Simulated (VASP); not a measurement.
A run of VASP 6.6.1 is set up as follows.

Contents of INCAR:

```
SYSTEM = MnAs
PREC     = Accurate       ! precision mode
ENCUT    = 520            ! plane-wave cutoff, eV
EDIFF    = 1E-7           ! SCF threshold, eV
ISMEAR   = -1             ! smearing method
SIGMA    = 0.05           ! smearing width, eV
LREAL    = .False.        ! projectors in reciprocal space
LASPH    = .True.         ! aspherical terms in the spheres
NELM     = 150            ! most SCF steps
ALGO     = Normal         ! electronic algorithm
ISIF     = 2              ! what is computed and relaxed
LWAVE    = .False.        ! write WAVECAR
LCHARG   = .False.        ! write CHGCAR
ISPIN    = 2              ! spin polarisation
MAGMOM   = 0 0 4 4        ! initial moments
LORBIT   = 11             ! projections on sites
LMAXMIX  = 4              ! l up to which the mixer works
GGA      = PS             ! functional
IVDW     = 12             ! dispersion correction
NBANDS   = 30             ! bands
```

The input KPOINTS:

```
regular mesh
0
Gamma
  8 8 5
  0 0 0
```

File POSCAR:

```
MnAs
1.0
    3.5167216616      0.0000000000      0.0000000000
   -1.7583608308      3.0455702970      0.0000000000
    0.0000000000      0.0000000000      5.2732442223
As Mn
2 2
Direct
    0.6666666667      0.3333333333      0.7500000000
    0.3333333333      0.6666666667      0.2500000000
    0.0000000000      0.0000000000      0.5000000000
    0.0000000000      0.0000000000      0.0000000000
```

Potentials or basis: VASP PAW PBE potentials, release 64 (As, Mn_pv).

The run is started by

```sh
$ cat potpaw_PBE.64/As/POTCAR potpaw_PBE.64/Mn_pv/POTCAR > POTCAR
$ mpirun -np 1 vasp_std > vasp.out
```

(1) What does it give for the pressure?

(2) What does it give for the dispersion energy per atom?

## Answers

(1) 0.4 GPa.

(2) -0.404 eV.

Caveat: the PAW data sets were made with another functional, which shifts forces and pressure a little; only a ferromagnetic start was run, and an antiferromagnetic order may lie lower in energy.
